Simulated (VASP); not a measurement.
# Te (P3_121) in VASP: notebook, part 2 of 2

VASP 6.6.1.

## 3. Relaxation of cell and atoms, PBE

This run uses another cell than the first one, of 33.97 Å³/atom, 0.967 times its volume.

INCAR

```
PREC     = Accurate       # precision mode
ENCUT    = 600            # plane-wave cutoff, eV
EDIFF    = 1E-6           # SCF threshold, eV
ISMEAR   = 0              # smearing method
SIGMA    = 0.05           # smearing width, eV
LREAL    = F              # projectors in reciprocal space
LASPH    = T              # aspherical terms in the spheres
NELM     = 60             # most SCF steps
ALGO     = Normal         # electronic algorithm
ISIF     = 3              # what is computed and relaxed
LWAVE    = F              # write WAVECAR
LCHARG   = F              # write CHGCAR
GGA      = PE             # functional
IBRION   = 2              # ionic algorithm
NSW      = 80             # ionic steps
EDIFFG   = -0.03          # ionic threshold
```

KPOINTS

```
regular mesh
0
Gamma
  6 6 4
```

POSCAR

```
Te
1.0
    4.6986824466      0.0000000000      0.0000000000
   -2.3493412233      4.0691783631      0.0000000000
    0.0000000000      0.0000000000      5.3308124611
Te
3
Direct
    0.2254000000      0.0000000000      0.8333333333
    0.0000000000      0.2254000000      0.1666666667
    0.7746000000      0.7746000000      0.5000000000
```

Potentials or basis: VASP PAW PBE potentials, release 64 (Te).

Run with:

```sh
$ cat potpaw_PBE.64/Te/POTCAR > POTCAR
$ mpirun -np 1 vasp_std > vasp.out
```

OUTCAR:

```text
PREC = Accurate
   ENCUT = 600
   EDIFF = 1E-6
   ISMEAR = 0
   LREAL = F
   LASPH = T
   NELM = 60
   ISIF = 3
   GGA = PE
   IBRION = 2
   NSW = 80
   EDIFFG = -0.03

 ion  position               nearest neighbor table
   1  0.225  0.000  0.833-   3 2.55   2 2.55
   2  0.000  0.225  0.167-   3 2.55   1 2.55
   3  0.775  0.775  0.500-   1 2.55   2 2.55

  LATTYP: Found a hexagonal cell.
 ALAT       =     4.6986824466
 C/A-ratio  =     1.1345334616

  Lattice vectors:

 A1 = (   4.6986824466,   0.0000000000,   0.0000000000)
 A2 = (  -2.3493412233,   4.0691783631,   0.0000000000)
 A3 = (   0.0000000000,   0.0000000000,   5.3308124611)

Analysis of symmetry for initial positions (statically):
=====================================================================
 Subroutine PRICEL returns:
 Original cell was already a primitive cell.

 Routine SETGRP: Setting up the symmetry group for a
 hexagonal supercell.

 Subroutine GETGRP returns: Found  6 space group operations
 (whereof  2 operations were pure point group operations)
 out of a pool of 24 trial point group operations.

The static configuration has the point symmetry C_2 .
 The point group associated with its full space group is D_3 .

Analysis of symmetry for dynamics (positions and initial velocities):
=====================================================================
 Subroutine PRICEL returns:
 Original cell was already a primitive cell.

 Routine SETGRP: Setting up the symmetry group for a
 hexagonal supercell.

 Subroutine GETGRP returns: Found  6 space group operations
 (whereof  2 operations were pure point group operations)
 out of a pool of 24 trial point group operations.

The dynamic configuration has the point symmetry C_2 .
 The point group associated with its full space group is D_3 .

 Subroutine INISYM returns: Found  6 space group operations
 (whereof  2 operations are pure point group operations),
 and found     1 'primitive' translations

----------------------------------------------------------------------------------------

                                     Primitive cell

[... 147 lines left out ...]
  --------------------------------------------------------------------------------------
  -------------------------------------------------------------------------------------
  Total        7.1104174      7.1104174     12.9313888     -0.0000000     -0.0000000     -0.0000000
  in kB      111.7710806    111.7710806    203.2729208     -0.0000000     -0.0000000     -0.0000000
  external PRESSURE =     142.2716940 kB  Pullay stress =       0.0000000 kB
[... 92 lines left out ...]
  FREE ENERGIE OF THE ION-ELECTRON SYSTEM (eV)
  ---------------------------------------------------
  free  energy   TOTEN  =        -9.3465846851 eV

  energy  without entropy=       -9.3465846851  energy(sigma->0) =       -9.34658469

 E-fermi :   5.2977     XC(G=0):  -8.8007

 val. band max:        5.1829873522   @ k =   0.3333   0.3333   0.5000
 cond. band min:       5.4053227661   @ k =   0.3333   0.3333   0.5000
 fundamental gap:      0.2223354139
 Fermi energy:         5.2977404011

 k-point     1 :       0.0000    0.0000    0.0000
  band No.  band energies     occupation
      1      -8.0357      2.00000
      2      -4.9426      2.00000
      3      -4.9426      2.00000
      4       2.2895      2.00000
      5       2.4840      2.00000
      6       2.4840      2.00000
      7       3.6722      2.00000
      8       3.6722      2.00000
      9       4.5347      2.00000
     10       6.2084      0.00000
     11       6.2084      0.00000
     12       6.7952      0.00000
     13      10.2818      0.00000
[... 354 lines left out ...]
  band No.  band energies     occupation
      1      -6.4239      2.00000
      2      -6.4239      2.00000
      3      -4.6446      2.00000
      4       0.3687      2.00000
      5       0.5874      2.00000
      6       0.5874      2.00000
      7       4.2855      2.00000
      8       5.1830      1.99883
      9       5.1830      1.99883
     10       5.4053      0.00234
     11       6.6564      0.00000
     12       6.6564      0.00000
     13      11.0963      0.00000

[... ionic steps 4 to 20 ...]

--------------------------------------- Ionic step       21  -------------------------------------------

 number of electron      17.9999999 magnetization

------------------------ aborting loop because EDIFF is reached ----------------------------------------
[... 69 lines left out ...]
--------------------------------------- Ionic step       23  -------------------------------------------

 number of electron      17.9999999 magnetization

 Free energy of the ion-electron system (eV)
  ---------------------------------------------------
  ext. energy  EPLUGINS =         0.00000000
  ---------------------------------------------------
  free energy    TOTEN  =        -9.42623559 eV

  energy without entropy =       -9.42623511  energy(sigma->0) =       -9.42623535

 E-fermi :   5.4878     XC(G=0):  -8.8509

 val. band max:        5.3458239763   @ k =   0.3333   0.3333   0.5000
 cond. band min:       5.6238879688   @ k =   0.3333   0.3333   0.5000
 fundamental gap:      0.2780639924
 Fermi energy:         5.4878006555

 k-point     1 :       0.0000    0.0000    0.0000
  band No.  band energies     occupation
      1      -7.9620      2.00000
      2      -4.8056      2.00000
      3      -4.8056      2.00000
      4       2.3549      2.00000
      5       2.6064      2.00000
      6       2.6064      2.00000
      7       3.7544      2.00000
      8       3.7544      2.00000
      9       4.6047      2.00000
     10       6.3700      0.00000
     11       6.3700      0.00000
     12       6.8848      0.00000
     13      10.4265      0.00000
[... 396 lines left out ...]
  FREE ENERGIE OF THE ION-ELECTRON SYSTEM (eV)
  ---------------------------------------------------
  free  energy   TOTEN  =        -9.4262355899 eV

  energy  without entropy=       -9.4262351055  energy(sigma->0) =       -9.42623535

 reached required accuracy - stopping structural energy minimisation
```

Wall time 7.1 min (1 thread of Intel Xeon Platinum 8259CL at 2.50GHz (Skylake/Cascade Lake), shared host); peak memory 0.28 GiB.

What came out:

* Free energy: -9.4262 eV
* Relaxed volume: 35.59 Å³/atom
* Relaxed cell: a = 4.559 Å, b = 4.559 Å, c = 5.931 Å, α = 90.00°, β = 90.00°, γ = 120.00°
* Space group after relaxing (to 0.05 Å): P3_121 (No. 152)
* Energy gained by relaxing: 387.9 meV/atom
* Ionic steps: 23
* Pressure after relaxing: -0.1 GPa
* Largest force after relaxing: 0.014 eV/Å
* Band gap on the k mesh: 0.28 eV, direct

Forces in eV/Å, atoms in the order of the input:
```
Te   0.014  0.000  0.000
Te  -0.007  0.012  0.000
Te  -0.007 -0.012  0.000
```

Stress tensor (GPa, compression positive):
```
-0.13  0.00  0.00
 0.00 -0.13  0.00
 0.00  0.00 -0.03
```

The path:
```tsv
step	energy change (eV)	largest force (eV/Å)	pressure (GPa)	volume (Å³)
1	0.0000	3.5953	14.23	101.92
2	0.0629	1.2622	-6.33	152.88
3	-1.0841	0.0367	-1.03	121.88
4	-1.0891	0.0663	-0.60	120.78
5	-1.0899	0.1315	-0.31	120.12
6	-1.0977	0.1469	-0.25	118.96
7	-1.1185	0.1944	-0.01	115.52
8	-1.1429	0.2899	0.77	108.68
9	-1.1427	0.3241	1.23	105.89
10	-1.1460	0.2946	1.10	105.71
11	-1.1528	0.2133	0.77	105.14
12	-1.1532	0.0760	0.20	103.98
13	-1.1549	0.1343	0.44	104.50
14	-1.1564	0.1216	0.35	104.85
15	-1.1598	0.0845	0.06	105.91
16	-1.1605	0.0077	-0.47	108.03
17	-1.1611	0.0396	-0.26	107.17
18	-1.1621	0.0452	-0.16	107.06
19	-1.1629	0.0548	-0.01	106.90
20	-1.1630	0.0581	0.04	106.84
21	-1.1633	0.0440	-0.02	106.89
22	-1.1635	0.0134	-0.15	107.01
23	-1.1638	0.0139	-0.09	106.78
```

Final structure:
```cif
data_structure
_symmetry_space_group_name_H-M 'P 1'
_symmetry_Int_Tables_number 1
_cell_length_a 4.5594
_cell_length_b 4.5594
_cell_length_c 5.9314
_cell_angle_alpha 90.000
_cell_angle_beta 90.000
_cell_angle_gamma 120.000
_cell_volume 106.78
loop_
_atom_site_label
_atom_site_type_symbol
_atom_site_fract_x
_atom_site_fract_y
_atom_site_fract_z
_atom_site_occupancy
Te1 Te 0.26528 0.00000 0.83333 1
Te2 Te 0.00000 0.26528 0.16667 1
Te3 Te 0.73472 0.73472 0.50000 1
```

Levels at points of the mesh, in eV from the valence-band top:
| k point | band 5 | band 6 | band 7 | band 8 | band 9 | band 10 | band 11 | band 12 | band 13 |
| --- | --- | --- | --- | --- | --- | --- | --- | --- | --- |
| (0.00, 0.00, 0.00) | -2.74 | -2.74 | -1.59 | -1.59 | -0.74 | 1.02 | 1.02 | 1.54 | 5.08 |
| (0.50, 0.00, 0.00) | -4.17 | -3.38 | -3.21 | -1.00 | -0.78 | 0.93 | 1.00 | 3.20 | 3.58 |
| (0.00, 0.00, 0.50) | -2.59 | -2.59 | -1.24 | -1.04 | -1.04 | 0.51 | 0.51 | 0.55 | 4.26 |
| (0.50, 0.00, 0.50) | -3.53 | -3.50 | -2.26 | -1.90 | -0.11 | 0.89 | 1.95 | 2.47 | 4.71 |

Caveat: spin-orbit coupling is left out, which moves the levels of the heavy elements. A k mesh can miss the band edges.
